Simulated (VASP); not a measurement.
Set up this calculation in VASP 6.6.1, as the native input.

```yaml
Task: single point
Functional: r2SCAN
Potentials_or_basis: VASP PAW PBE potentials, release 64 (Mg, O)
Cutoff: 520 eV
k_mesh: 9 × 9 × 4
Occupations: gaussian, width 0.01 eV
Spin: no spin polarisation
Dipole_correction: no
Further_INCAR_settings: ALGO = Normal; EDIFF = 1e-07; NBANDS = 16
```

Crystal: MgO.

```
Mg O
1.0
     2.92306    0.00000    0.00000
    -1.46153    2.53144    0.00000
     0.00000    0.00000    5.09210
Mg O
2 2
Direct
  0.00000 0.00000 0.00000
  0.00000 0.00000 0.50000
  0.33333 0.66667 0.25000
  0.66667 0.33333 0.75000
```

These files were run (other wordings do the same):

POSCAR

```
MgO
1.0
    2.9230552965      0.0000000000      0.0000000000
   -1.4615276482      2.5314401434      0.0000000000
    0.0000000000      0.0000000000      5.0921016473
Mg O
2 2
Direct
    0.0000000000      0.0000000000      0.0000000000
    0.0000000000      0.0000000000      0.5000000000
    0.3333333333      0.6666666667      0.2500000000
    0.6666666667      0.3333333333      0.7500000000
```

INCAR.step1

```
SYSTEM = MgO
PREC     = Accurate       ! precision mode
ENCUT    = 520            ! plane-wave cutoff, eV
ISMEAR   = 0              ! smearing method
SIGMA    = 0.01           ! smearing width, eV
LREAL    = .False.        ! projectors in reciprocal space
LASPH    = .True.         ! aspherical terms in the spheres
NELM     = 80             ! most SCF steps
NBANDS   = 16             ! bands
GGA      = PE             ! functional
ALGO     = Normal         ! electronic algorithm
EDIFF    = 1E-4           ! SCF threshold, eV
LWAVE    = .True.         ! write WAVECAR
LCHARG   = .False.        ! write CHGCAR
```

INCAR.step2

```
SYSTEM = MgO
PREC     = Accurate       ! precision mode
ENCUT    = 520            ! plane-wave cutoff, eV
EDIFF    = 1E-7           ! SCF threshold, eV
ISMEAR   = 0              ! smearing method
SIGMA    = 0.01           ! smearing width, eV
LREAL    = .False.        ! projectors in reciprocal space
LASPH    = .True.         ! aspherical terms in the spheres
NELM     = 80             ! most SCF steps
ALGO     = Normal         ! electronic algorithm
ISIF     = 2              ! what is computed and relaxed
LWAVE    = .False.        ! write WAVECAR
LCHARG   = .False.        ! write CHGCAR
METAGGA  = R2SCAN         ! meta-GGA
LMIXTAU  = .True.       
NBANDS   = 16             ! bands
ISTART   = 1
```

KPOINTS

```
regular mesh
0
Gamma
  9 9 4
  0 0 0
```

Potentials or basis: VASP PAW PBE potentials, release 64 (Mg, O).

The run is started by

```console
$ cat potpaw_PBE.64/Mg/POTCAR potpaw_PBE.64/O/POTCAR > POTCAR
$ cp INCAR.step1 INCAR
$ mpirun -np 1 vasp_std > vasp.out
$ cp INCAR.step2 INCAR
$ mpirun -np 1 vasp_std > vasp.out
```

Results of the run:

```yaml
Pressure: -1.1 GPa
Band_gap_on_the_k_mesh: 5.31 eV, direct
```

Caveat: the PAW data sets were made with another functional, which shifts forces and pressure a little.

It took 82 s on 1 thread of Intel(R) Xeon(R) Platinum 8375C CPU @ 2.90GHz (Ice Lake), with other jobs on the host, peak memory 0.18 GiB.
